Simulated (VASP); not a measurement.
# In4Sb (I-43m) in VASP: single point with PBE

Aim: the single point of In4Sb with PBE.

All numbers are computed with VASP 6.6.1; they aren't measurements. Logs are shortened: lines on timing, memory, paths and dates and some standing lists are left out, and cuts for length are marked.

**1. The cell of the first run**

It takes space group I-43m (No. 217, cubic). The conventional cell has a = 6.926 Å, b = 6.926 Å, c = 6.926 Å, α = 90.00°, β = 90.00°, γ = 90.00°. In (site symmetry 3m) has 1 Sb at 2.10 Å within 2.8 Å. Within 2.8 Å of Sb (site symmetry -43m) lie 4 In at 2.10 Å.

The cell was generated, and may not be a known phase.

**2. Single point, PBE**

Contents of INCAR:

```
PREC = Accurate
ENCUT = 520
EDIFF = 1E-7
ISMEAR = 0
SIGMA = 0.1
LREAL = False
LASPH = True
NELM = 80
ALGO = Normal
ISIF = 2
LWAVE = False
LCHARG = False
GGA = PE
NBANDS = 36
```

Contents of KPOINTS:

```
Automatic mesh
0
Gamma
  4 4 4
```

Contents of POSCAR:

```
In4Sb
1.0
   -3.4631953600      3.4631953600      3.4631953600
    3.4631953600     -3.4631953600      3.4631953600
    3.4631953600      3.4631953600     -3.4631953600
In Sb
4 1
Direct
    0.3495999900      0.3495999900      0.3495999900
    0.6504000100      0.0000000000      0.0000000000
    0.0000000000      0.0000000000      0.6504000100
    0.0000000000      0.6504000100      0.0000000000
    0.0000000000      0.0000000000      0.0000000000
```

Potentials or basis: VASP PAW PBE potentials, release 64 (In_d, Sb).

On the command line:

```console
> cat potpaw_PBE.64/In_d/POTCAR potpaw_PBE.64/Sb/POTCAR > POTCAR
> mpirun -np 1 vasp_std > vasp.out
```

OUTCAR:

```text
PREC = Accurate
   ENCUT = 520
   EDIFF = 1E-7
   ISMEAR = 0
   LREAL = False
   LASPH = True
   NELM = 80
   ISIF = 2
   GGA = PE

 ion  position               nearest neighbor table
   1  0.350  0.350  0.350-   5 2.10   3 3.42   4 3.42   2 3.42   3 3.76   4 3.76   3 3.76   4 3.76
                             2 3.76   2 3.76   5 3.90
   2  0.650  0.000  0.000-   5 2.10   3 3.42   4 3.42   1 3.42   4 3.76   3 3.76   1 3.76   1 3.76
                             3 3.76   4 3.76   5 3.90
   3  0.000  0.000  0.650-   5 2.10   2 3.42   4 3.42   1 3.42   4 3.76   2 3.76   1 3.76   2 3.76
                             4 3.76   1 3.76   5 3.90
   4  0.000  0.650  0.000-   5 2.10   2 3.42   3 3.42   1 3.42   2 3.76   3 3.76   1 3.76   2 3.76
                             3 3.76   1 3.76   5 3.90
   5  0.000  0.000  0.000-   1 2.10   2 2.10   3 2.10   4 2.10   4 3.90   3 3.90   2 3.90   1 3.90

  LATTYP: Found a body centered cubic cell.
 ALAT       =     6.9263907200

  Lattice vectors:

 A1 = (  -3.4631953600,   3.4631953600,   3.4631953600)
 A2 = (   3.4631953600,  -3.4631953600,   3.4631953600)
 A3 = (   3.4631953600,   3.4631953600,  -3.4631953600)

Analysis of symmetry for initial positions (statically):
=====================================================================
 Subroutine PRICEL returns:
 Original cell was already a primitive cell.

 Routine SETGRP: Setting up the symmetry group for a
 body centered cubic supercell.

 Subroutine GETGRP returns: Found 24 space group operations
 (whereof 24 operations were pure point group operations)
 out of a pool of 48 trial point group operations.

The static configuration has the point symmetry T_d .

Analysis of symmetry for dynamics (positions and initial velocities):
=====================================================================
 Subroutine PRICEL returns:
 Original cell was already a primitive cell.

 Routine SETGRP: Setting up the symmetry group for a
 body centered cubic supercell.

 Subroutine GETGRP returns: Found 24 space group operations
 (whereof 24 operations were pure point group operations)
 out of a pool of 48 trial point group operations.

The dynamic configuration has the point symmetry T_d .

 Subroutine INISYM returns: Found 24 space group operations
 (whereof 24 operations are pure point group operations),
 and found     1 'primitive' translations

----------------------------------------------------------------------------------------

                                     Primitive cell

  volume of cell :     166.1464

  direct lattice vectors                    reciprocal lattice vectors
    -3.463195360  3.463195360  3.463195360     0.000000000  0.144375338  0.144375338
     3.463195360 -3.463195360  3.463195360     0.144375338  0.000000000  0.144375338
     3.463195360  3.463195360 -3.463195360     0.144375338  0.144375338  0.000000000

  length of vectors
     5.998430320  5.998430320  5.998430320     0.204177561  0.204177561  0.204177561

  position of ions in fractional coordinates (direct lattice)
     0.349599990  0.349599990  0.349599990
     0.650400010  0.000000000  0.000000000
     0.000000000  0.000000000  0.650400010
     0.000000000  0.650400010  0.000000000
     0.000000000  0.000000000  0.000000000

  ion indices of the primitive-cell ions
   primitive index   ion index
                 1           1
                 2           2
                 3           3
                 4           4
                 5           5

----------------------------------------------------------------------------------------

 KPOINTS: Automatic mesh

Automatic generation of k-mesh.
 Grid dimensions read from file:
 generate k-points for:    4    4    4

 Generating k-lattice:

  Cartesian coordinates                     Fractional coordinates (reciprocal lattice)
     0.000000000  0.036093834  0.036093834     0.250000000  0.000000000  0.000000000
     0.036093834  0.000000000  0.036093834     0.000000000  0.250000000  0.000000000
     0.036093834  0.036093834  0.000000000     0.000000000  0.000000000  0.250000000

  Length of vectors
     0.051044390  0.051044390  0.051044390

  Shift w.r.t. Gamma in fractional coordinates (k-lattice)
     0.000000000  0.000000000  0.000000000

 Subroutine IBZKPT returns following result:
 ===========================================

 Found      8 irreducible k-points:

 Following reciprocal coordinates:
            Coordinates               Weight
  0.000000  0.000000  0.000000      1.000000
  0.250000  0.000000  0.000000     12.000000
  0.500000  0.000000  0.000000      6.000000
  0.250000  0.250000  0.000000     24.000000
  0.250000  0.250000  0.250000      2.000000
 -0.250000  0.250000  0.250000      6.000000
  0.500000  0.500000  0.250000     12.000000
  0.500000  0.500000  0.500000      1.000000
   k-points           NKPTS =      8   k-points in BZ     NKDIM =      8   number of bands    NBANDS=     36
   number of dos      NEDOS =    301   number of ions     NIONS =      5
   total plane-waves  NPLWV = 110592
   dimension x,y,z NGX =    48 NGY =   48 NGZ =   48
   dimension x,y,z NGXF=    96 NGYF=   96 NGZF=   96
   ions per type =               4   1
   NGX,Y,Z   is equivalent  to a cutoff of  13.30, 13.30, 13.30 a.u.
   NGXF,Y,Z  is equivalent  to a cutoff of  26.61, 26.61, 26.61 a.u.
 SYSTEM =  unknown system
   PREC   = accura    normal or accurate (medium, high low for compatibility)
   ISTART =      0    job   : 0-new  1-cont  2-samecut
   ICHARG =      2    charge: 1-file 2-atom 10-const
   ISPIN  =      1    spin polarized calculation?
   LNONCOLLINEAR =      F non collinear calculations
   LSORBIT =      F    spin-orbit coupling
   LASPH  =      T    aspherical Exc in radial PAW
   ENCUT  =  520.0 eV  38.22 Ry    6.18 a.u.  11.15 11.15 11.15*2*pi/ulx,y,z
   NELM   =     80;   NELMIN=  2; NELMDL= -5     # of ELM steps
   EDIFF  = 0.1E-06   stopping-criterion for ELM
   LREAL  =      F    real-space projection
   EDIFFG = 0.1E-05   stopping-criterion for IOM
   NSW    =      0    number of steps for IOM
   IBRION =     -1    ionic relax: 0-MD 1-quasi-New 2-CG
   NFREE  =      0    steps in history (QN), initial steepest desc. (CG)
   ISIF   =      2    stress and relaxation
   ISYM   =      2    0-nonsym 1-usesym 2-fastsym
   POTIM  = 0.5000    time-step for ionic-motion
   TEBEG  =    0.0;   TEEND  =   0.0 temperature during run
   PSTRESS=    0.0 pullay stress
   NELECT =      57.0000    total number of electrons
   NUPDOWN=      -1.0000    fix difference up-down
   EMIN   =  10.00;   EMAX   =-10.00  energy-range for DOS
   EFERMI =   0.00;   METHOD = LEGACY
   ISMEAR =     0;   SIGMA  =   0.10  broadening in eV -4-tet -1-fermi 0-gaus
   EFERMI_NEDOS =   21; number of points for ismear=-14 and -15
   IALGO  =     38    algorithm
   IMIX   =      4    mixing-type and parameters
     AMIX     =   0.40;   BMIX     =  1.00
     AMIX_MAG =   1.60;   BMIX_MAG =  1.00
  volume/ion in A,a.u.               =      33.23       224.24
  Fermi-wavevector in a.u.,A,eV,Ry     =   1.146048  2.165717 17.870245  1.313426
  Thomas-Fermi vector in A             =   2.282734
   LORBIT       =      0    0 simple, 1 ext, 2 COOP (PROOUT), +10 PAW based schemes
   GGA     = PE    functional components
   LHFCALC =     F    Hartree Fock is set to
   AEXX    =    0.0000 exact exchange contribution
   IVDW    =     0    specifies the selected vdW correction
   LEPSILON=     F    determine dielectric tensor
   LRPA    =     F    only Hartree local field effects (RPA)
 non-spin polarized calculation
 Gauss-broadening in eV      SIGMA  =   0.10
  energy-cutoff  :      520.00
  volume of cell :      166.15
 maximum number of plane-waves:      4508
 NGX is ok and might be reduce to    48
   NGX = 23   NGY = 23   NGZ = 23

 number of electron      57.0000006 magnetization

 Free energy of the ion-electron system (eV)
  ---------------------------------------------------
  ext. energy  EPLUGINS =         0.00000000
  ---------------------------------------------------
  free energy    TOTEN  =         4.28453179 eV

  energy without entropy =        4.32563029  energy(sigma->0) =        4.30508104

 E-fermi :   5.3122     XC(G=0):  -8.7592

 val. band max:        5.2670709167   @ k =   0.2500   0.2500   0.0000
 cond. band min:       5.4215230408   @ k =   0.5000   0.5000   0.2500
 fundamental gap:      0.1544521241
 Fermi energy:         5.3122005539

 k-point     1 :       0.0000    0.0000    0.0000
  band No.  band energies     occupation
      1     -12.3014      2.00000
      2     -10.7826      2.00000
      3     -10.7826      2.00000
      4     -10.7826      2.00000
      5     -10.3325      2.00000
      6     -10.3325      2.00000
[... 28 lines left out ...]
     35       9.9196      0.00000
     36       9.9196      0.00000

 k-point     2 :       0.2500    0.0000    0.0000
  band No.  band energies     occupation
      1     -12.2774      2.00000
      2     -10.8148      2.00000
      3     -10.7961      2.00000
      4     -10.7761      2.00000
      5     -10.3367      2.00000
      6     -10.3257      2.00000
[... 28 lines left out ...]
     35       9.1618      0.00000
     36       9.4961      0.00000

 k-point     3 :       0.5000    0.0000    0.0000
  band No.  band energies     occupation
      1     -12.2526      2.00000
      2     -10.8468      2.00000
      3     -10.8086      2.00000
      4     -10.7695      2.00000
      5     -10.3423      2.00000
      6     -10.3145      2.00000
[... 28 lines left out ...]
     35       8.7338      0.00000
     36       9.8621      0.00000

 k-point     4 :       0.2500    0.2500    0.0000
  band No.  band energies     occupation
      1     -12.2528      2.00000
      2     -10.8358      2.00000
      3     -10.8101      2.00000
      4     -10.7812      2.00000
      5     -10.3326      2.00000
      6     -10.3143      2.00000
[... 28 lines left out ...]
     35       9.6289      0.00000
     36       9.6608      0.00000

 k-point     5 :       0.2500    0.2500    0.2500
  band No.  band energies     occupation
      1     -12.2527      2.00000
      2     -10.8113      2.00000
      3     -10.8113      2.00000
      4     -10.8113      2.00000
      5     -10.3128      2.00000
      6     -10.3128      2.00000
[... 28 lines left out ...]
     35       8.3032      0.00000
     36       8.3032      0.00000

 k-point     6 :      -0.2500    0.2500    0.2500
  band No.  band energies     occupation
      1     -12.2531      2.00000
      2     -10.8091      2.00000
      3     -10.8091      2.00000
      4     -10.8069      2.00000
      5     -10.3290      2.00000
      6     -10.3168      2.00000
[... 28 lines left out ...]
     35       9.3548      0.00000
     36       9.4927      0.00000

 k-point     7 :       0.5000    0.5000    0.2500
  band No.  band energies     occupation
      1     -12.2281      2.00000
      2     -10.8397      2.00000
      3     -10.8210      2.00000
      4     -10.8010      2.00000
      5     -10.3220      2.00000
      6     -10.3102      2.00000
[... 28 lines left out ...]
     35       9.8720      0.00000
     36      10.2227      0.00000

 k-point     8 :       0.5000    0.5000    0.5000
  band No.  band energies     occupation
      1     -12.2029      2.00000
      2     -10.8325      2.00000
      3     -10.8325      2.00000
      4     -10.8325      2.00000
      5     -10.2995      2.00000
      6     -10.2995      2.00000
[... 28 lines left out ...]
     35      11.3940      0.00000
     36      11.3940      0.00000

------------------------ aborting loop because EDIFF is reached ----------------------------------------

  FORCE on cell =-STRESS in cart. coord.  units (eV):
  Direction    XX          YY          ZZ          XY          YZ          ZX
  --------------------------------------------------------------------------------------
  -------------------------------------------------------------------------------------
  Total       43.7124956     43.7124956     43.7124956     -0.0000000      0.0000000     -0.0000000
  in kB      421.5268273    421.5268273    421.5268273     -0.0000000      0.0000000     -0.0000000
  external PRESSURE =     421.5268273 kB  Pullay stress =       0.0000000 kB

 VOLUME and BASIS-vectors are now :
 -----------------------------------------------------------------------------
  energy-cutoff  :      520.00
  volume of cell :      166.15
      direct lattice vectors                 reciprocal lattice vectors
    -3.463195360  3.463195360  3.463195360     0.000000000  0.144375338  0.144375338
     3.463195360 -3.463195360  3.463195360     0.144375338  0.000000000  0.144375338
     3.463195360  3.463195360 -3.463195360     0.144375338  0.144375338  0.000000000

 POSITION                                       TOTAL-FORCE (eV/Angst)
 -----------------------------------------------------------------------------------
      1.21073      1.21073      1.21073         9.672460      9.672460      9.672460
     -2.25246      2.25246      2.25246         9.672460     -9.672460     -9.672460
      2.25246      2.25246     -2.25246        -9.672460     -9.672460      9.672460
      2.25246     -2.25246      2.25246        -9.672460      9.672460     -9.672460
      0.00000      0.00000      0.00000         0.000000      0.000000     -0.000000
 -----------------------------------------------------------------------------------
    total drift:                                0.000001      0.000001      0.000002

  FREE ENERGIE OF THE ION-ELECTRON SYSTEM (eV)
  ---------------------------------------------------
  free  energy   TOTEN  =         4.2845317925 eV

  energy  without entropy=        4.3256302890  energy(sigma->0) =        4.30508104
```

Run time: 2.3 min. Hardware: 1 thread of Intel Xeon Platinum 8259CL at 2.50GHz (Skylake/Cascade Lake), shared host; peak memory 0.32 GiB.

Results:

- Free energy: 4.2845 eV
- Pressure: 42.2 GPa
- Largest force: 16.753 eV/Å
- Band gap on the k mesh: zero (an odd number of electrons rules out a gap without spin polarisation)

Forces on the atoms (eV/Å):
```
In   9.672  9.672  9.672
In   9.672 -9.672 -9.672
In  -9.672 -9.672  9.672
In  -9.672  9.672 -9.672
Sb   0.000  0.000  0.000
```

Levels at points of the mesh, in eV from the Fermi level:
```csv
k point,band 26,band 27,band 28,band 29,band 30,band 31
"(0.00, 0.00, 0.00)",-2.02,-2.02,-2.02,0.68,0.68,0.68
"(0.50, 0.00, 0.00)",-2.69,-0.34,-0.17,0.47,0.69,1.07
"(0.50, 0.50, 0.50)",-1.99,-0.18,-0.18,-0.18,0.15,1.25
```

Caveat: the cell stands under pressure; spin-orbit coupling is left out, which moves the levels of the heavy elements; forces of over 1 eV/Å act on the atoms, so gaps and moduli don't describe the material at rest.

The gap in the log of VASP goes by the Fermi energy; the results here count the filled bands.